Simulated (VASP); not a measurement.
# PtSe2 (kat) (P-3m1) in VASP: relaxation of the atoms with LDA

Aim: the relaxation of the atoms of PtSe2 (kat) with LDA.

All numbers are computed with VASP 6.6.1; they aren't measurements. Logs are shortened: lines on timing, memory, paths and dates and some standing lists are left out, and cuts for length are marked.

## 1. The cell of the first run

It takes space group P-3m1 (No. 164, trigonal). Conventional cell: a = 3.717 Å, b = 3.717 Å, c = 5.821 Å, α = 90.00°, β = 90.00°, γ = 120.00°. Within 3.3 Å of Pt (site symmetry -3m) lie 6 Se at 2.51 Å. Within 3.3 Å of Se (site symmetry 3m) lie 3 Pt at 2.51 Å.

## 2. Relaxation of the atoms, LDA (strained cell)

Contents of INCAR:

```
PREC = Accurate
ENCUT = 450
EDIFF = 1E-7
ISMEAR = 0
SIGMA = 0.02
LREAL = F
LASPH = T
NELM = 120
ALGO = Normal
ISIF = 2
LWAVE = F
LCHARG = F
GGA = CA
IBRION = 2
NSW = 60
EDIFFG = -0.002
GGA_COMPAT = F
NELMIN = 4
```

Contents of KPOINTS:

```
regular mesh
0
Gamma
  9 9 6
```

Contents of POSCAR:

```
PtSe2
1.0
    3.7169747668     -0.0000000029      0.0000000000
   -1.8584873809      3.2189945747      0.0000000000
    0.0000000000      0.0000000000      5.8210136965
Pt Se
1 2
Direct
    0.0000000000      0.0000000000      0.0000000000
    0.6666666667      0.3333333333      0.7748364635
    0.3333333333      0.6666666667      0.2251635365
```

Potentials or basis: VASP PAW LDA potentials, release 64 (Pt, Se).

On the command line:

```sh
> cat potpaw_LDA.64/Pt/POTCAR potpaw_LDA.64/Se/POTCAR > POTCAR
> mpirun -np 1 vasp_std > vasp.out
```

OUTCAR:

```text
PREC = Accurate
   ENCUT = 450
   EDIFF = 1E-7
   ISMEAR = 0
   LREAL = F
   LASPH = T
   NELM = 120
   ISIF = 2
   GGA = CA
   IBRION = 2
   NSW = 60
   EDIFFG = -0.002
   NELMIN = 4

 ion  position               nearest neighbor table
   1  0.000  0.000  0.000-   2 2.51   3 2.51   3 2.51   2 2.51   2 2.51   3 2.51
   2  0.667  0.333  0.775-   1 2.51   1 2.51   1 2.51
   3  0.333  0.667  0.225-   1 2.51   1 2.51   1 2.51

  LATTYP: Found a hexagonal cell.
 ALAT       =     3.7169747668
 C/A-ratio  =     1.5660622043

  Lattice vectors:

 A1 = (   3.7169747668,  -0.0000000029,   0.0000000000)
 A2 = (  -1.8584873809,   3.2189945747,   0.0000000000)
 A3 = (   0.0000000000,   0.0000000000,   5.8210136965)

Analysis of symmetry for initial positions (statically):
=====================================================================
 Subroutine PRICEL returns:
 Original cell was already a primitive cell.

 Routine SETGRP: Setting up the symmetry group for a
 hexagonal supercell.

 Subroutine GETGRP returns: Found 12 space group operations
 (whereof 12 operations were pure point group operations)
 out of a pool of 24 trial point group operations.

The static configuration has the point symmetry D_3d.

Analysis of symmetry for dynamics (positions and initial velocities):
=====================================================================
 Subroutine PRICEL returns:
 Original cell was already a primitive cell.

 Routine SETGRP: Setting up the symmetry group for a
 hexagonal supercell.

 Subroutine GETGRP returns: Found 12 space group operations
 (whereof 12 operations were pure point group operations)
 out of a pool of 24 trial point group operations.

The dynamic configuration has the point symmetry D_3d.

 Subroutine INISYM returns: Found 12 space group operations
 (whereof 12 operations are pure point group operations),
 and found     1 'primitive' translations

----------------------------------------------------------------------------------------

                                     Primitive cell

  volume of cell :      69.6480

  direct lattice vectors                    reciprocal lattice vectors
     3.716974767 -0.000000003  0.000000000     0.269035994  0.155328003  0.000000000
    -1.858487381  3.218994575  0.000000000     0.000000000  0.310656007  0.000000000
     0.000000000  0.000000000  5.821013696     0.000000000  0.000000000  0.171791384

  length of vectors
     3.716974767  3.716974767  5.821013696     0.310656007  0.310656007  0.171791384

  position of ions in fractional coordinates (direct lattice)
     0.000000000  0.000000000  0.000000000
     0.666666667  0.333333333  0.774836464
     0.333333333  0.666666667  0.225163536

  ion indices of the primitive-cell ions
   primitive index   ion index
                 1           1
                 2           2
                 3           3

----------------------------------------------------------------------------------------

 KPOINTS: regular mesh

Automatic generation of k-mesh.
 Grid dimensions read from file:
 generate k-points for:    9    9    6

 Generating k-lattice:

  Cartesian coordinates                     Fractional coordinates (reciprocal lattice)
     0.029892888  0.017258667  0.000000000     0.111111111  0.000000000  0.000000000
     0.000000000  0.034517334  0.000000000     0.000000000  0.111111111  0.000000000
     0.000000000  0.000000000  0.028631897     0.000000000  0.000000000  0.166666667

  Length of vectors
     0.034517334  0.034517334  0.028631897

  Shift w.r.t. Gamma in fractional coordinates (k-lattice)
     0.000000000  0.000000000  0.000000000

 Subroutine IBZKPT returns following result:
 ===========================================

 Found     62 irreducible k-points:

 Following reciprocal coordinates:
            Coordinates               Weight
  0.000000  0.000000  0.000000      1.000000
  0.111111 -0.000000  0.000000      6.000000
  0.222222  0.000000  0.000000      6.000000
  0.333333  0.000000  0.000000      6.000000
  0.444444  0.000000  0.000000      6.000000
  0.111111  0.111111  0.000000      6.000000
[... 16 lines left out ...]
  0.222222  0.111111  0.166667     12.000000
 -0.111111  0.333333  0.166667     12.000000
 [... further k-points ...]
   k-points           NKPTS =     62   k-points in BZ     NKDIM =     62   number of bands    NBANDS=     15
   number of dos      NEDOS =    301   number of ions     NIONS =      3
   total plane-waves  NPLWV =  31360
   dimension x,y,z NGX =    28 NGY =   28 NGZ =   40
   dimension x,y,z NGXF=    56 NGYF=   56 NGZF=   80
   ions per type =               1   2
   NGX,Y,Z   is equivalent  to a cutoff of  12.52, 12.52, 11.42 a.u.
   NGXF,Y,Z  is equivalent  to a cutoff of  25.05, 25.05, 22.85 a.u.
 SYSTEM =  unknown system
   PREC   = accura    normal or accurate (medium, high low for compatibility)
   ISTART =      0    job   : 0-new  1-cont  2-samecut
   ICHARG =      2    charge: 1-file 2-atom 10-const
   ISPIN  =      1    spin polarized calculation?
   LNONCOLLINEAR =      F non collinear calculations
   LSORBIT =      F    spin-orbit coupling
   LASPH  =      T    aspherical Exc in radial PAW
   ENCUT  =  450.0 eV  33.07 Ry    5.75 a.u.   6.43  6.43 10.07*2*pi/ulx,y,z
   NELM   =    120;   NELMIN=  4; NELMDL= -5     # of ELM steps
   EDIFF  = 0.1E-06   stopping-criterion for ELM
   LREAL  =      F    real-space projection
   EDIFFG = -.2E-02   stopping-criterion for IOM
   NSW    =     60    number of steps for IOM
   IBRION =      2    ionic relax: 0-MD 1-quasi-New 2-CG
   NFREE  =      1    steps in history (QN), initial steepest desc. (CG)
   ISIF   =      2    stress and relaxation
   ISYM   =      2    0-nonsym 1-usesym 2-fastsym
   POTIM  = 0.5000    time-step for ionic-motion
   TEBEG  =    0.0;   TEEND  =   0.0 temperature during run
   PSTRESS=    0.0 pullay stress
   NELECT =      22.0000    total number of electrons
   NUPDOWN=      -1.0000    fix difference up-down
   EMIN   =  10.00;   EMAX   =-10.00  energy-range for DOS
   EFERMI =   0.00;   METHOD = LEGACY
   ISMEAR =     0;   SIGMA  =   0.02  broadening in eV -4-tet -1-fermi 0-gaus
   EFERMI_NEDOS =   21; number of points for ismear=-14 and -15
   IALGO  =     38    algorithm
   IMIX   =      4    mixing-type and parameters
     AMIX     =   0.40;   BMIX     =  1.00
     AMIX_MAG =   1.60;   BMIX_MAG =  1.00
  volume/ion in A,a.u.               =      23.22       156.67
  Fermi-wavevector in a.u.,A,eV,Ry     =   1.114926  2.106906 16.912873  1.243061
  Thomas-Fermi vector in A             =   2.251526
   LORBIT       =      0    0 simple, 1 ext, 2 COOP (PROOUT), +10 PAW based schemes
   GGA     = CA    functional components
   LHFCALC =     F    Hartree Fock is set to
   AEXX    =    0.0000 exact exchange contribution
   IVDW    =     0    specifies the selected vdW correction
   LEPSILON=     F    determine dielectric tensor
   LRPA    =     F    only Hartree local field effects (RPA)
 conjugate gradient relaxation of ions
 non-spin polarized calculation
 Gauss-broadening in eV      SIGMA  =   0.02
  energy-cutoff  :      450.00
  volume of cell :       69.65
 maximum number of plane-waves:      1536
 NGX is ok and might be reduce to    28
   NGX = 13   NGY = 13   NGZ = 21

--------------------------------------- Ionic step        1  -------------------------------------------

 number of electron      21.9999998 magnetization

 Free energy of the ion-electron system (eV)
  ---------------------------------------------------
  ext. energy  EPLUGINS =         0.00000000
  ---------------------------------------------------
  free energy    TOTEN  =       -16.92724916 eV

  energy without entropy =      -16.92724916  energy(sigma->0) =      -16.92724916

------------------------ aborting loop because EDIFF is reached ----------------------------------------

  FORCE on cell =-STRESS in cart. coord.  units (eV):
  Direction    XX          YY          ZZ          XY          YZ          ZX
  --------------------------------------------------------------------------------------
  -------------------------------------------------------------------------------------
  Total       -1.5412471     -1.5412471     -1.7421182      0.0000000      0.0000000     -0.0000000
  in kB      -35.4547466    -35.4547466    -40.0755721      0.0000000      0.0000000     -0.0000000
  external PRESSURE =     -36.9950218 kB  Pullay stress =       0.0000000 kB
[... 92 lines left out ...]
  FREE ENERGIE OF THE ION-ELECTRON SYSTEM (eV)
  ---------------------------------------------------
  free  energy   TOTEN  =       -16.9372097563 eV

  energy  without entropy=      -16.9372097563  energy(sigma->0) =      -16.93720976

[... ionic steps 4 to 13 ...]

--------------------------------------- Ionic step       14  -------------------------------------------

 number of electron      21.9999996 magnetization

------------------------ aborting loop because EDIFF is reached ----------------------------------------
[... 69 lines left out ...]
--------------------------------------- Ionic step       16  -------------------------------------------

 number of electron      21.9999996 magnetization

 Free energy of the ion-electron system (eV)
  ---------------------------------------------------
  ext. energy  EPLUGINS =         0.00000000
  ---------------------------------------------------
  free energy    TOTEN  =       -16.93721106 eV

  energy without entropy =      -16.93721106  energy(sigma->0) =      -16.93721106

 E-fermi :   4.6686     XC(G=0): -10.0860

 val. band max:        4.5823721889   @ k =   0.1111  -0.0000   0.0000
 cond. band min:       5.1018386660   @ k =   0.0000   0.2222   0.3333
 fundamental gap:      0.5194664772
 Fermi energy:         4.6686458456

 k-point     1 :       0.0000    0.0000    0.0000
  band No.  band energies     occupation
      1     -10.3231      2.00000
      2      -8.1469      2.00000
      3      -1.6314      2.00000
      4      -1.3638      2.00000
      5      -1.3638      2.00000
      6       1.0176      2.00000
      7       1.0176      2.00000
      8       2.5121      2.00000
      9       3.9638      2.00000
     10       3.9638      2.00000
     11       4.4845      2.00000
     12       6.8804      0.00000
     13       6.8804      0.00000
     14       8.6038      0.00000
[... 401 lines left out ...]
      2      -8.3469      2.00000
      3      -1.3414      2.00000
      4      -1.0521      2.00000
      5      -0.6202      2.00000
      6      -0.1318      2.00000
      7       0.5321      2.00000
      8       1.6082      2.00000
      9       2.9960      2.00000
     10       3.0478      2.00000
     11       4.2699      2.00000
     12       5.2929      0.00000
     13       6.3038      0.00000
     14       9.7588      0.00000
     15      11.6157      0.00000

 [... further k-points ...]
[... 5 lines left out ...]
  --------------------------------------------------------------------------------------
  -------------------------------------------------------------------------------------
  Total       -0.8525177     -0.8525177     -0.8337480      0.0000000      0.0000000      0.0000000
  in kB      -19.6112594    -19.6112594    -19.1794830      0.0000000      0.0000000      0.0000000
  external PRESSURE =     -19.4673339 kB  Pullay stress =       0.0000000 kB
[... 18 lines left out ...]
  FREE ENERGIE OF THE ION-ELECTRON SYSTEM (eV)
  ---------------------------------------------------
  free  energy   TOTEN  =       -16.9372110579 eV

  energy  without entropy=      -16.9372110579  energy(sigma->0) =      -16.93721106

 reached required accuracy - stopping structural energy minimisation
```

Wall time 7.7 min (1 thread of AMD EPYC 7R13, shared host); peak memory 0.17 GiB.

Results:

- Free energy: -16.9372 eV
- Energy gained by relaxing: 3.3 meV/atom
- Ionic steps: 16
- Pressure after relaxing: -1.9 GPa
- Band gap on the k mesh: 0.52 eV, indirect (least direct gap 0.76 eV)

Step by step:
```csv
step,energy change (eV),largest force (eV/Å),pressure (GPa)
1,0.0000,0.3343,-3.70
2,-0.0079,0.1539,-2.75
3,-0.0100,0.0043,-1.91
4,-0.0100,0.0027,-1.95
5,-0.0100,0.0027,-1.95
6,-0.0100,0.0027,-1.95
7,-0.0100,0.0027,-1.95
8,-0.0100,0.0027,-1.95
9,-0.0100,0.0027,-1.95
10,-0.0100,0.0026,-1.95
11,-0.0100,0.0026,-1.95
12,-0.0100,0.0026,-1.95
13,-0.0100,0.0025,-1.95
14,-0.0100,0.0024,-1.95
15,-0.0100,0.0022,-1.95
16,-0.0100,0.0018,-1.95
```

Final structure:
```
Pt Se
1.0
     3.71697    0.00000    0.00000
    -1.85849    3.21899    0.00000
     0.00000    0.00000    5.82101
Pt Se
1 2
Direct
  0.00000 0.00000 0.00000
  0.66667 0.33333 0.77988
  0.33333 0.66667 0.22012
```

Caveat: the cell differs from its parent crystal (strained cell); spin-orbit coupling is left out, which moves the levels of the heavy elements.
